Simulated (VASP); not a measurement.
# Ru: single point with PBE

Crystal: Ru.

```xyz
2
Lattice="2.7236 0.0000 0.0000 -1.3618 2.3587 0.0000 0.0000 0.0000 4.2891" Properties=species:S:1:pos:R:3 pbc="T T T"
Ru    0.0000    1.5724    1.0723
Ru    1.3618    0.7862    3.2168
```

| Property | Result |
| --- | --- |
| Program | VASP 6.6.1 |
| Task | single point |
| Functional | PBE |
| Potentials or basis | VASP PAW PBE potentials, release 64 (Ru_pv) |
| Cutoff | 520 eV |
| k mesh | 13 × 13 × 7 |
| Occupations | gaussian, width 1 eV |
| Spin | no spin polarisation |
| Dipole correction | no |
| Further INCAR settings | ALGO = Normal; EDIFF = 1e-06; NBANDS = 21 |

* Pressure: 4.5 GPa
* Band gap on the k mesh: zero (band 14 reaches 14.03 eV, above the bottom of band 15 at 11.08 eV)

Stress tensor (GPa, compression positive):
```
3.61 0.00 0.00
0.00 3.61 0.00
0.00 0.00 6.27
```

Levels at points of the mesh, in eV from the Fermi level:
```
           k point  band 11  band 12  band 13  band 14  band 15  band 16  band 17  band 18
(0.00, 0.00, 0.00)    -2.32    -1.86    -1.86    -1.39    -1.39     1.16     1.16     1.31
```

Run time: 36 s on 1 thread of Intel Xeon 8259CL, on a shared host, peak memory 0.16 GiB.
